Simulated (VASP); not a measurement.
Here is a VASP 6.6.1 calculation.

Contents of INCAR:

```
SYSTEM = TiSi2
ALGO = Normal
EDIFF = 1E-6
ENCUT = 520
GGA = CA
ISIF = 2
ISMEAR = 0
LASPH = .True.
LCHARG = .False.
LREAL = .False.
LWAVE = .False.
NBANDS = 17
NELM = 80
PREC = Accurate
SIGMA = 0.15
```

File KPOINTS:

```
k-points
0
Gamma
  10 11 13
  0 0 0
```

Contents of POSCAR:

```
TiSi2
1.0
   -1.4728720000      1.7121300000      4.2120830000
    1.4728720000     -1.7121300000      4.2120830000
    1.4728720000      1.7121300000     -4.2120830000
Ti Si
1 2
Direct
    0.0000000000      0.0000000000      0.0000000000
    0.3299220006      0.3299220006      0.0000000000
    0.6700779994      0.6700779994      0.0000000000
```

Potentials or basis: VASP PAW LDA potentials, release 64 (Ti_sv, Si).

Run with:

```console
$ cat potpaw_LDA.64/Ti_sv/POTCAR potpaw_LDA.64/Si/POTCAR > POTCAR
$ mpirun -np 1 vasp_std > vasp.out
```

(1) What does it give for the band gap on the k mesh?

(2) What does it give for the largest force?

(3) What does it give for the pressure?

## Answers

(1) zero (bands 10 and 11 overlap by 2.30 eV).

(2) 0.098 eV/Å.

(3) -6.4 GPa.

Caveat: the cell stands under tension.
